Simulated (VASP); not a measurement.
A run of VASP 6.6.1 is set up as follows.

The input INCAR:

```
SYSTEM = NaF
  PREC = Accurate
  ENCUT = 520
  EDIFF = 1E-6
  ISMEAR = 0
  SIGMA = 0.01
  LREAL = .False.
  LASPH = .True.
  NELM = 60
  ALGO = Normal
  ISIF = 2
  LWAVE = .False.
  LCHARG = .False.
  GGA = PE
  NBANDS = 14
```

File KPOINTS:

```
regular mesh
0
Gamma
  4 4 4
  0 0 0
```

The input POSCAR:

```
NaF
1.0
    2.7934851911      0.0000000000      0.0000000000
    0.0000000000      2.7934851911      0.0000000000
    0.0000000000      0.0000000000      2.7934851911
Na F
1 1
Direct
    0.0000000000      0.0000000000      0.0000000000
    0.5000000000      0.5000000000      0.5000000000
```

Potentials or basis: VASP PAW PBE potentials, release 64 (Na_pv, F).

Launch:

```console
$ cat potpaw_PBE.64/Na_pv/POTCAR potpaw_PBE.64/F/POTCAR > POTCAR
$ mpirun -np 1 vasp_std > vasp.out
```

**Question.** Estimate the pressure.

**Answer.** 4.2 GPa.

**Question.** Estimate the band gap on the k mesh.

**Answer.** 6.11 eV, indirect (least direct gap 6.45 eV).

Caveat: the k points lie up to 0.56 Å⁻¹ apart. A k mesh can miss the band edges.
